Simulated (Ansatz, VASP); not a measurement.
ScPbS4 in VASP and in Ansatz

Contents of INCAR:

```
SYSTEM = ScPbS4
  ALGO = Normal
  EDIFF = 1E-7
  EDIFFG = -0.01
  ENCUT = 600
  GGA = PE
  IBRION = 2
  ISIF = 3
  ISMEAR = 0
  LASPH = .TRUE.
  LCHARG = .FALSE.
  LREAL = .FALSE.
  LWAVE = .FALSE.
  NELM = 100
  NSW = 100
  PREC = Accurate
  SIGMA = 0.1
```

Contents of KPOINTS:

```
k-points
0
G
  8 8 8
  0 0 0
```

POSCAR

```
ScPbS4
1.0
    0.0000000000      3.9050176258      3.9050176258
    3.9050176258      0.0000000000      3.9050176258
    3.9050176258      3.9050176258      0.0000000000
Sc Pb S
1 1 4
Direct
    0.0000000000      0.0000000000      0.0000000000
    0.2500000000      0.2500000000      0.2500000000
    0.6271896075      0.6271896075      0.1184311774
    0.6271896075      0.1184311774      0.6271896075
    0.1184311774      0.6271896075      0.6271896075
    0.6271896075      0.6271896075      0.6271896075
```

Input for Ansatz:

```yaml
crystal:
  lattice:
    - [0.0, 3.9050176258, 3.9050176258]
    - [3.9050176258, 0.0, 3.9050176258]
    - [3.9050176258, 3.9050176258, 0.0]
  atoms:
    - { symbol: Sc, position: [0.0, 0.0, 0.0] }
    - { symbol: Pb, position: [0.25, 0.25, 0.25] }
    - { symbol: S, position: [0.6271896075, 0.6271896075, 0.1184311774] }
    - { symbol: S, position: [0.6271896075, 0.1184311774, 0.6271896075] }
    - { symbol: S, position: [0.1184311774, 0.6271896075, 0.6271896075] }
    - { symbol: S, position: [0.6271896075, 0.6271896075, 0.6271896075] }
basis:
  ecutwfc: 420
kpoints:
  mp_grid: { grid: [8, 8, 8] }
hamiltonian:
  xc: pbe
scf:
  occupations: { method: gaussian, width: 0.1 }
output:
  forces: true
  stress: true
  eigenvalues: true
  write_density: true
  write_potential: true
  elf: true
  volumetric_format: npy
relax:
  adjacent_minimum: "off"
  f_tol: 0.01
  max_steps: 80
  cell: { stress_tol: 0.05 }
```

Change from the starting cell: species swapped into the CaLaAl4 type (F-43m, No. 216).

Alike in both runs: task relaxation of cell and atoms; functional PBE; k mesh 8 × 8 × 8; occupations gaussian, width 0.1 eV; no spin polarisation.

|  | VASP | Ansatz |
| --- | --- | --- |
| version | VASP 6.6.1 | Ansatz 0.2.0 |
| potentials or method | VASP PAW PBE potentials, release 64 (Sc_sv, Pb_d, S), cutoff 600 eV | scalar-relativistic, plane waves, PAW |
| valence electrons in the cell | 49 | 49 |

|  | VASP | Ansatz | Ansatz less VASP |
| --- | --- | --- | --- |
| gap on the k mesh at the Fermi level, each at its own relaxed structure (eV) | none | none | - |
| relaxed volume (Å³/atom) | 19.60 | 19.62 | +0.020 |
| relaxed cell length with the largest relative difference (Å) | 5.500 | 5.501 | +0.0019 |

A gap of «none» marks a metal or a gap that the smearing closes.

Spin-orbit coupling is off throughout.
